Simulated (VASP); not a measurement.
Write the native input for VASP 6.6.1 that does the following.

```yaml
Task: single point
Functional: LDA
Potentials_or_basis: VASP PAW LDA potentials, release 64 (P, B)
Cutoff: 520 eV
k_mesh: 10 × 10 × 10
Occupations: fermi-dirac, width 0.05 eV
Spin: no spin polarisation
Dipole_correction: no
Further_INCAR_settings: ALGO = Normal; EDIFF = 1e-06; NBANDS = 11
```

The structure of BP lies in POSCAR:

```
BP
1.0
    0.0000000000      2.2453968596      2.2453968596
    2.2453968596      0.0000000000      2.2453968596
    2.2453968596      2.2453968596      0.0000000000
P B
1 1
Direct
    0.7500000000      0.7500000000      0.7500000000
    0.0000000000      0.0000000000      0.0000000000
```

The input as run:

INCAR

```
SYSTEM = BP
ALGO = Normal
EDIFF = 1E-6
ENCUT = 520
ISIF = 2
ISMEAR = -1
LASPH = .TRUE.
LCHARG = .TRUE.
LELF = .TRUE.
LREAL = .FALSE.
LVHAR = .TRUE.
LWAVE = .FALSE.
NBANDS = 11
NELM = 80
PREC = Accurate
SIGMA = 0.05
```

KPOINTS

```
k-points
0
G
  10 10 10
  0 0 0
```

Potentials or basis: VASP PAW LDA potentials, release 64 (P, B).

Run with:

```bash
$ cat potpaw_LDA.64/P/POTCAR potpaw_LDA.64/B/POTCAR > POTCAR
$ mpirun -np 1 vasp_std > vasp.out
```

Results of the run:

```json
{
 "Pressure": "-0.2 GPa",
 "Band gap on the k mesh": "1.15 eV (least direct gap 3.43 eV)"
}
```

It took 11 s on 1 thread of AMD EPYC 7R43 64-Core Processor (Zen 3) (shared host), peak memory 0.09 GiB.
